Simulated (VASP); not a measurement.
Sn2PbO3: single point with PBE

Crystal: Sn2PbO3.

```xyz
12
Lattice="3.9246 0.0000 0.0000 0.0000 3.9246 0.0000 0.0000 0.0000 15.8854" Properties=species:S:1:pos:R:3 pbc="T T T"
Sn    1.9623    0.0000    9.3043
Sn    0.0000    1.9623   11.5878
Sn    0.0000    1.9623    6.5811
Sn    1.9623    0.0000    4.2976
Pb    1.9623    0.0000   14.6465
Pb    0.0000    1.9623    1.2389
O     1.9623    1.9623   10.4465
O     0.0000    0.0000   10.4465
O     1.9623    1.9623    0.0000
O     0.0000    0.0000    0.0000
O     0.0000    0.0000    5.4389
O     1.9623    1.9623    5.4389
```

```yaml
Program: VASP 6.6.1
Task: single point
Functional: PBE
Potentials_or_basis: VASP PAW PBE potentials, release 64 (Sn_d, Pb_d, O)
Cutoff: 600 eV
k_mesh: 8 × 8 × 2
Occupations: gaussian, width 0.02 eV
Spin: no spin polarisation
```

```
Pressure               : 0.1 GPa
Largest force          : 0.070 eV/Å
Band gap on the k mesh : 0.96 eV (least direct gap 1.62 eV)
```

Forces in eV/Å, atoms in the order of the input:
```
Sn   0.000  0.000 -0.070
Sn   0.000  0.000  0.069
Sn   0.000  0.000  0.070
Sn   0.000  0.000 -0.069
Pb   0.000  0.000 -0.036
Pb   0.000  0.000  0.036
O    0.000  0.000  0.000
O    0.000  0.000  0.000
O    0.000  0.000  0.000
O    0.000  0.000  0.000
O    0.000  0.000  0.000
O    0.000  0.000  0.000
```

Levels at points of the mesh, in eV from the valence-band top:
| k point | band 56 | band 57 | band 58 | band 59 | band 60 | band 61 | band 62 | band 63 | band 64 | band 65 |
| --- | --- | --- | --- | --- | --- | --- | --- | --- | --- | --- |
| (0.00, 0.00, 0.00) | -1.40 | -1.40 | -1.14 | -0.84 | 0.00 | 1.62 | 1.83 | 1.87 | 3.68 | 3.68 |
| (0.50, 0.00, 0.00) | -1.93 | -1.46 | -1.46 | -1.29 | -1.29 | 2.50 | 2.50 | 2.82 | 2.82 | 3.14 |
| (0.50, 0.50, 0.00) | -1.96 | -1.63 | -1.63 | -0.80 | -0.80 | 0.96 | 0.96 | 2.23 | 2.23 | 2.24 |
| (0.00, 0.00, 0.50) | -1.49 | -1.40 | -1.40 | -0.33 | -0.21 | 1.64 | 1.71 | 1.94 | 3.64 | 3.64 |
| (0.50, 0.00, 0.50) | -1.85 | -1.61 | -1.61 | -1.21 | -1.21 | 2.48 | 2.48 | 2.88 | 2.88 | 3.11 |
| (0.50, 0.50, 0.50) | -1.84 | -1.69 | -1.69 | -0.80 | -0.80 | 1.09 | 1.09 | 1.61 | 1.61 | 3.09 |

Run time: 8.9 min on 1 thread of Intel(R) Xeon(R) Platinum 8488C (Sapphire Rapids), with other jobs on the host, peak memory 0.67 GiB.

Caveat: spin-orbit coupling is left out, which moves the levels of the heavy elements. A k mesh can miss the band edges.
